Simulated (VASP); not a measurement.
# HfZr3S8 (P2/m) in VASP: single point with PBE

Aim: the single point of HfZr3S8 with PBE.

Program: VASP 6.6.1. These are calculated values, not measurements. Logs are shortened: lines on timing, memory, paths and dates and some standing lists are left out, and cuts for length are marked.

**1. The cell of the first run**

It takes space group P2/m (No. 10, monoclinic). The conventional cell has a = 6.365 Å, b = 7.353 Å, c = 6.571 Å, α = 90.00°, β = 90.00°, γ = 90.00°. Zr (site symmetry 2) has 6 S at 2.57 Å within 3.4 Å. Within 3.4 Å of Zr (site symmetry 2/m) lie 6 S at 2.57 Å. Hf (site symmetry 2/m) has 6 S at 2.55 to 2.56 Å within 3.4 Å. S (site symmetry m) has 1 Hf at 2.55 Å and 2 Zr at 2.57 Å within 3.4 Å. S (site symmetry 1) has 1 Hf at 2.56 Å and 2 Zr at 2.57 Å within 3.4 Å. S (site symmetry m) has 3 Zr at 2.57 Å within 3.4 Å.

**2. Single point, PBE**

The input, INCAR:

```
  ALGO = Normal
  EDIFF = 1E-6
  ENCUT = 520
  GGA = PE
  ISIF = 2
  ISMEAR = 0
  LASPH = True
  LCHARG = False
  LREAL = False
  LWAVE = False
  NBANDS = 59
  NELM = 80
  PREC = Accurate
  SIGMA = 0.1
```

The input, KPOINTS:

```
k-points
0
Gamma
  4 4 4
```

The input, POSCAR:

```
HfZr3S8
1.0
    6.5705506205      0.0000000000     -0.0000475447
    0.0000000000      7.3529561392      0.0000000000
   -0.0000503196      0.0000000000      6.3654413969
Zr Hf S
3 1 8
Direct
    0.0000000000      0.7503964395      0.5000000000
    0.0000000000      0.5000000000      0.0000000000
    0.0000000000      0.2496035605      0.5000000000
    0.0000000000      0.0000000000      0.0000000000
    0.7797815098      0.0000000000      0.6692434181
    0.7798305854      0.7517277874      0.1655152658
    0.7794155206      0.5000000000      0.6662685942
    0.7798305854      0.2482722126      0.1655152658
    0.2201694146      0.2482722126      0.8344847342
    0.2202184902      0.0000000000      0.3307565819
    0.2201694146      0.7517277874      0.8344847342
    0.2205844794      0.5000000000      0.3337314058
```

Potentials or basis: VASP PAW PBE potentials, release 64 (Zr_sv, Hf_pv, S).

Run with:

```sh
> cat potpaw_PBE.64/Zr_sv/POTCAR potpaw_PBE.64/Hf_pv/POTCAR potpaw_PBE.64/S/POTCAR > POTCAR
> mpirun -np 1 vasp_std > vasp.out
```

OUTCAR:

```text
EDIFF = 1E-6
   ENCUT = 520
   GGA = PE
   ISIF = 2
   ISMEAR = 0
   LASPH = True
   LREAL = False
   NELM = 80
   PREC = Accurate

 ion  position               nearest neighbor table
   1  0.000  0.750  0.500-   7 2.57  12 2.57  10 2.57   5 2.57  11 2.57   6 2.57   3 3.67   4 3.67
                             4 3.67   2 3.68   2 3.68   3 3.68
   2  0.000  0.500  0.000-   7 2.57  12 2.57   8 2.57   9 2.57  11 2.57   6 2.57   4 3.68   4 3.68
                             1 3.68   1 3.68   3 3.68   3 3.68
   3  0.000  0.250  0.500-   7 2.57  12 2.57  10 2.57   5 2.57   8 2.57   9 2.57   1 3.67   4 3.67
                             4 3.67   2 3.68   2 3.68   1 3.68
   4  0.000  0.000  0.000-   5 2.55  10 2.55   8 2.56   9 2.56   6 2.56  11 2.56   1 3.67   3 3.67
                             1 3.67   3 3.67   2 3.68   2 3.68
   5  0.780  0.000  0.669-   4 2.55   3 2.57   1 2.57
   6  0.780  0.752  0.166-   4 2.56   1 2.57   2 2.57
   7  0.779  0.500  0.666-   1 2.57   3 2.57   2 2.57
   8  0.780  0.248  0.166-   4 2.56   3 2.57   2 2.57
   9  0.220  0.248  0.834-   4 2.56   3 2.57   2 2.57
  10  0.220  0.000  0.331-   4 2.55   3 2.57   1 2.57
  11  0.220  0.752  0.834-   4 2.56   1 2.57   2 2.57
  12  0.221  0.500  0.334-   1 2.57   3 2.57   2 2.57

  LATTYP: Found a simple monoclinic cell.
 ALAT       =     6.3654413971
 B/A-ratio  =     1.1551368838
 C/A-ratio  =     1.0322223096
 COS(beta)  =    -0.0000151412

  Lattice vectors:

 A1 = (  -0.0000503196,   0.0000000000,   6.3654413969)
 A2 = (   0.0000000000,  -7.3529561392,   0.0000000000)
 A3 = (   6.5705506205,   0.0000000000,  -0.0000475447)

Analysis of symmetry for initial positions (statically):
=====================================================================
 Subroutine PRICEL returns:
 Original cell was already a primitive cell.

 Routine SETGRP: Setting up the symmetry group for a
 simple monoclinic supercell.

 Subroutine GETGRP returns: Found  4 space group operations
 (whereof  4 operations were pure point group operations)
 out of a pool of  4 trial point group operations.

The static configuration has the point symmetry C_2h.

Analysis of symmetry for dynamics (positions and initial velocities):
=====================================================================
 Subroutine PRICEL returns:
 Original cell was already a primitive cell.

 Routine SETGRP: Setting up the symmetry group for a
 simple monoclinic supercell.

 Subroutine GETGRP returns: Found  4 space group operations
 (whereof  4 operations were pure point group operations)
 out of a pool of  4 trial point group operations.

The dynamic configuration has the point symmetry C_2h.

 Subroutine INISYM returns: Found  4 space group operations
 (whereof  4 operations are pure point group operations),
 and found     1 'primitive' translations

----------------------------------------------------------------------------------------

                                     Primitive cell

  volume of cell :     307.5334

  direct lattice vectors                    reciprocal lattice vectors
     6.570550620  0.000000000 -0.000047545     0.152194246  0.000000000  0.000001203
     0.000000000  7.352956139  0.000000000     0.000000000  0.135999723  0.000000000
    -0.000050320  0.000000000  6.365441397     0.000001137  0.000000000  0.157098297

  length of vectors
     6.570550621  7.352956139  6.365441397     0.152194246  0.135999723  0.157098297

  position of ions in fractional coordinates (direct lattice)
     0.000000000  0.750396440  0.500000000
     0.000000000  0.500000000  0.000000000
     0.000000000  0.249603560  0.500000000
     0.000000000  0.000000000  0.000000000
     0.779781510  0.000000000  0.669243418
     0.779830585  0.751727787  0.165515266
     0.779415521  0.500000000  0.666268594
     0.779830585  0.248272213  0.165515266
     0.220169415  0.248272213  0.834484734
     0.220218490  0.000000000  0.330756582
     0.220169415  0.751727787  0.834484734
     0.220584479  0.500000000  0.333731406

  ion indices of the primitive-cell ions
   primitive index   ion index
                 1           1
                 2           2
                 3           3
                 4           4
                 5           5
                 6           6
                 7           7
                 8           8
                 9           9
                10          10
                11          11
                12          12

----------------------------------------------------------------------------------------

 KPOINTS: k-points

Automatic generation of k-mesh.
 Grid dimensions read from file:
 generate k-points for:    4    4    4

 Generating k-lattice:

  Cartesian coordinates                     Fractional coordinates (reciprocal lattice)
     0.038048562  0.000000000  0.000000301     0.250000000  0.000000000  0.000000000
     0.000000000  0.033999931  0.000000000     0.000000000  0.250000000  0.000000000
     0.000000284  0.000000000  0.039274574    -0.000000000  0.000000000  0.250000000

  Length of vectors
     0.038048562  0.033999931  0.039274574

  Shift w.r.t. Gamma in fractional coordinates (k-lattice)
     0.000000000  0.000000000  0.000000000

 Subroutine IBZKPT returns following result:
 ===========================================

 Found     30 irreducible k-points:

 Following reciprocal coordinates:
            Coordinates               Weight
  0.000000  0.000000  0.000000      1.000000
  0.250000  0.000000  0.000000      2.000000
  0.500000  0.000000  0.000000      1.000000
  0.000000  0.250000  0.000000      2.000000
  0.250000  0.250000  0.000000      4.000000
  0.500000  0.250000  0.000000      2.000000
[... 16 lines left out ...]
  0.250000  0.000000  0.500000      2.000000
  0.500000  0.000000  0.500000      1.000000
 [... further k-points ...]
   k-points           NKPTS =     30   k-points in BZ     NKDIM =     30   number of bands    NBANDS=     59
   number of dos      NEDOS =    301   number of ions     NIONS =     12
   total plane-waves  NPLWV = 134400
   dimension x,y,z NGX =    50 NGY =   56 NGZ =   48
   dimension x,y,z NGXF=   100 NGYF=  112 NGZF=   96
   ions per type =               3   1   8
   NGX,Y,Z   is equivalent  to a cutoff of  12.65, 12.66, 12.54 a.u.
   NGXF,Y,Z  is equivalent  to a cutoff of  25.30, 25.32, 25.07 a.u.
 SYSTEM =  unknown system
   PREC   = accura    normal or accurate (medium, high low for compatibility)
   ISTART =      0    job   : 0-new  1-cont  2-samecut
   ICHARG =      2    charge: 1-file 2-atom 10-const
   ISPIN  =      1    spin polarized calculation?
   LNONCOLLINEAR =      F non collinear calculations
   LSORBIT =      F    spin-orbit coupling
   LASPH  =      T    aspherical Exc in radial PAW
   ENCUT  =  520.0 eV  38.22 Ry    6.18 a.u.  12.22 13.67 11.84*2*pi/ulx,y,z
   NELM   =     80;   NELMIN=  2; NELMDL= -5     # of ELM steps
   EDIFF  = 0.1E-05   stopping-criterion for ELM
   LREAL  =      F    real-space projection
   EDIFFG = 0.1E-04   stopping-criterion for IOM
   NSW    =      0    number of steps for IOM
   IBRION =     -1    ionic relax: 0-MD 1-quasi-New 2-CG
   NFREE  =      0    steps in history (QN), initial steepest desc. (CG)
   ISIF   =      2    stress and relaxation
   ISYM   =      2    0-nonsym 1-usesym 2-fastsym
   POTIM  = 0.5000    time-step for ionic-motion
   TEBEG  =    0.0;   TEEND  =   0.0 temperature during run
   PSTRESS=    0.0 pullay stress
   NELECT =      94.0000    total number of electrons
   NUPDOWN=      -1.0000    fix difference up-down
   EMIN   =  10.00;   EMAX   =-10.00  energy-range for DOS
   EFERMI =   0.00;   METHOD = LEGACY
   ISMEAR =     0;   SIGMA  =   0.10  broadening in eV -4-tet -1-fermi 0-gaus
   EFERMI_NEDOS =   21; number of points for ismear=-14 and -15
   IALGO  =     38    algorithm
   IMIX   =      4    mixing-type and parameters
     AMIX     =   0.40;   BMIX     =  1.00
     AMIX_MAG =   1.60;   BMIX_MAG =  1.00
  volume/ion in A,a.u.               =      25.63       172.94
  Fermi-wavevector in a.u.,A,eV,Ry     =   1.102774  2.083942 16.546201  1.216111
  Thomas-Fermi vector in A             =   2.239222
   LORBIT       =      0    0 simple, 1 ext, 2 COOP (PROOUT), +10 PAW based schemes
   GGA     = PE    functional components
   LHFCALC =     F    Hartree Fock is set to
   AEXX    =    0.0000 exact exchange contribution
   IVDW    =     0    specifies the selected vdW correction
   LEPSILON=     F    determine dielectric tensor
   LRPA    =     F    only Hartree local field effects (RPA)
 non-spin polarized calculation
 Gauss-broadening in eV      SIGMA  =   0.10
  energy-cutoff  :      520.00
  volume of cell :      307.53
 maximum number of plane-waves:      8316
 NGX is ok and might be reduce to    50
   NGX = 25   NGY = 27   NGZ = 23

 number of electron      94.0000017 magnetization

 Free energy of the ion-electron system (eV)
  ---------------------------------------------------
  ext. energy  EPLUGINS =         0.00000000
  ---------------------------------------------------
  free energy    TOTEN  =       -87.25036739 eV

  energy without entropy =      -87.25036739  energy(sigma->0) =      -87.25036739

 E-fermi :   3.4855     XC(G=0):  -8.8378

 val. band max:        2.9276606833   @ k =   0.0000   0.0000   0.0000
 cond. band min:       4.0448170646   @ k =   0.5000   0.0000   0.5000
 fundamental gap:      1.1171563813
 Fermi energy:         3.4855066283

 k-point     1 :       0.0000    0.0000    0.0000
  band No.  band energies     occupation
      1     -45.9881      2.00000
      2     -45.9750      2.00000
      3     -45.9710      2.00000
      4     -27.6719      2.00000
      5     -27.6696      2.00000
      6     -27.6696      2.00000
[... 51 lines left out ...]
     58       6.6470      0.00000
     59       6.7707      0.00000

 k-point     2 :       0.2500    0.0000    0.0000
  band No.  band energies     occupation
      1     -45.9881      2.00000
      2     -45.9750      2.00000
      3     -45.9710      2.00000
      4     -27.6719      2.00000
      5     -27.6697      2.00000
      6     -27.6696      2.00000
[... 1360 lines left out ...]
      3     -45.9710      2.00000
      4     -27.6716      2.00000
      5     -27.6700      2.00000
      6     -27.6693      2.00000
[... 51 lines left out ...]
     58       6.7500      0.00000
     59       6.8366      0.00000

 [... further k-points ...]
[... 5 lines left out ...]
  --------------------------------------------------------------------------------------
  -------------------------------------------------------------------------------------
  Total        0.0600903     -0.1613273     -0.1645608      0.0000000      0.0000000     -0.0003303
  in kB        0.3130565     -0.8404774     -0.8573233      0.0000000      0.0000000     -0.0017206
  external PRESSURE =      -0.4615814 kB  Pullay stress =       0.0000000 kB

 VOLUME and BASIS-vectors are now :
 -----------------------------------------------------------------------------
  energy-cutoff  :      520.00
  volume of cell :      307.53
      direct lattice vectors                 reciprocal lattice vectors
     6.570550620  0.000000000 -0.000047545     0.152194246  0.000000000  0.000001203
     0.000000000  7.352956139  0.000000000     0.000000000  0.135999723  0.000000000
    -0.000050320  0.000000000  6.365441397     0.000001137  0.000000000  0.157098297

 POSITION                                       TOTAL-FORCE (eV/Angst)
 -----------------------------------------------------------------------------------
     -0.00003      5.51763      3.18272        -0.000000     -0.004818      0.000000
      0.00000      3.67648      0.00000        -0.000000      0.000000      0.000000
     -0.00003      1.83532      3.18272        -0.000000      0.004818      0.000000
      0.00000      0.00000      0.00000        -0.000000      0.000000      0.000000
      5.12356      0.00000      4.25999         0.011571     -0.000000      0.034883
      5.12391      5.52742      1.05354         0.010915      0.030851     -0.017597
      5.12116      3.67648      4.24106        -0.014157      0.000000      0.000539
      5.12391      1.82553      1.05354         0.010915     -0.030851     -0.017597
      1.44659      1.82553      5.31185        -0.010915     -0.030851      0.017597
      1.44694      0.00000      2.10540        -0.011571      0.000000     -0.034883
      1.44659      5.52742      5.31185        -0.010915      0.030851      0.017597
      1.44934      3.67648      2.12434         0.014157     -0.000000     -0.000539
 -----------------------------------------------------------------------------------
    total drift:                                0.000000     -0.000000     -0.000000

  FREE ENERGIE OF THE ION-ELECTRON SYSTEM (eV)
  ---------------------------------------------------
  free  energy   TOTEN  =       -87.2503673941 eV

  energy  without entropy=      -87.2503673941  energy(sigma->0) =      -87.25036739
```

It took 9.5 min on 1 thread of Intel Xeon Platinum 8375C at 2.90GHz (Ice Lake), shared host; peak memory 0.64 GiB.

Results:

```
Free energy            : -87.2504 eV
Pressure               : 0.0 GPa
Largest force          : 0.037 eV/Å
Band gap on the k mesh : 1.12 eV (least direct gap 1.17 eV)
```

Forces on the atoms (eV/Å):
```
Zr   0.000 -0.005  0.000
Zr   0.000  0.000  0.000
Zr   0.000  0.005  0.000
Hf   0.000  0.000  0.000
S    0.012  0.000  0.035
S    0.011  0.031 -0.018
S   -0.014  0.000  0.001
S    0.011 -0.031 -0.018
S   -0.011 -0.031  0.018
S   -0.012  0.000 -0.035
S   -0.011  0.031  0.018
S    0.014  0.000 -0.001
```

Stress tensor (GPa, compression positive):
```
 0.03  0.00  0.00
 0.00 -0.08  0.00
 0.00  0.00 -0.09
```

Caveat: spin-orbit coupling is left out, which moves the levels of the heavy elements; this functional lacks dispersion, which binds the layers, so the pressure and a relaxed spacing across them are unreliable. A k mesh can miss the band edges.
